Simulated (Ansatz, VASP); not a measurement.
InSb in VASP and in Ansatz

INCAR

```
PREC = Accurate ; ENCUT = 520
EDIFF = 1E-6 ; ISMEAR = 1
SIGMA = 0.3 ; LREAL = F
LASPH = T ; NELM = 100
ALGO = Normal ; ISIF = 2
LWAVE = F ; LCHARG = F
GGA = PE ; NBANDS = 16
```

Contents of KPOINTS:

```
Automatic mesh
0
Gamma
  14 14 8
```

The input POSCAR:

```
InSb
1.0
    3.0766560000      0.0000000000      0.0000000000
    0.0000000000      3.0766560000      0.0000000000
    0.0000000000      0.0000000000      6.2154700000
In Sb
1 1
Direct
    0.0000000000      0.0000000000      0.0000000000
    0.0000000000      0.0000000000      0.5000000000
```

Input for Ansatz:

```yaml
crystal:
  lattice:
    - [3.076656, 0.0, 0.0]
    - [0.0, 3.076656, 0.0]
    - [0.0, 0.0, 6.21547]
  atoms:
    - { symbol: In, position: [0.0, 0.0, 0.0] }
    - { symbol: Sb, position: [0.0, 0.0, 0.5] }
basis:
  ecutwfc: 420
kpoints:
  mp_grid: { grid: [14, 14, 8] }
hamiltonian:
  xc: pbe
scf:
  occupations: { method: cold, width: 0.3 }
output:
  forces: true
  stress: true
  eigenvalues: true
```

Alike in both runs: task single point; functional PBE; k mesh 14 × 14 × 8; no spin polarisation.

```csv
,VASP,Ansatz
version,VASP 6.6.1,Ansatz 0.2.0
potentials or method,"VASP PAW PBE potentials, release 64 (In_d, Sb), cutoff 520 eV","scalar-relativistic, plane waves, PAW"
occupations,"methfessel-paxton of order 1, width 0.3 eV","cold, width 0.3 eV"
valence electrons in the cell,18,28
```

|  | VASP | Ansatz | Ansatz less VASP |
| --- | --- | --- | --- |
| gap on the k mesh at the Fermi level (eV) | none | none | - |
| pressure (GPa) | 0.5 | 0.5 | +0.03 |
| traceless stress, the component that is largest in VASP (GPa) | -0.21 | -0.10 | +0.105 |

A gap of «none» marks a metal or a gap that the smearing closes. VASP's potentials hold 18 valence electrons a cell and Ansatz's 28, so a difference there can come from the potentials and not from the codes.

Spin-orbit coupling is off throughout.
